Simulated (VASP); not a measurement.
Runs of VASP 6.6.1 on CdS. The structure is cubic, space group F-43m (No. 216). Conventional cell: a = 5.878 Å, b = 5.878 Å, c = 5.878 Å, α = 90.00°, β = 90.00°, γ = 90.00°. Cd (site symmetry -43m) has 4 S at 2.55 Å within 3.4 Å. S (site symmetry -43m) has 4 Cd at 2.55 Å within 3.4 Å. 

| level | share of exact exchange | screening parameter | gap on the mesh (eV) | pressure (GPa) |
| --- | --- | --- | --- | --- |
| HSE06 | 0.25 | 0.2079 1/Å | (a) | 0.6 |
| PBE-based screened hybrid with 10 % exact exchange | 0.1 | 0.5 1/Å | 1.30 | 1.6 |
| PBE-based screened hybrid with 75 % exact exchange | 0.75 | 0.5 1/Å | 2.76 | 0.1 |
| PBE-based screened hybrid with 5 % exact exchange | 0.05 | 0.3 1/Å | (b) | 1.6 |

Alike in all rows: task single point; potentials or basis VASP PAW PBE potentials, release 64 (Cd, S); no spin polarisation; cell as given; k mesh 4 × 4 × 4; cutoff (eV) 520; smearing gaussian 0.01 eV.

**Question.** Fill in the values left out.

**Answer.** (a) 2.12; (b) 1.25.

Caveats: all runs use coarse meshes; the PAW data sets were made with another functional, which shifts forces and pressure a little.

A k mesh can miss the band edges, and the runs leave out spin-orbit coupling on Cd.
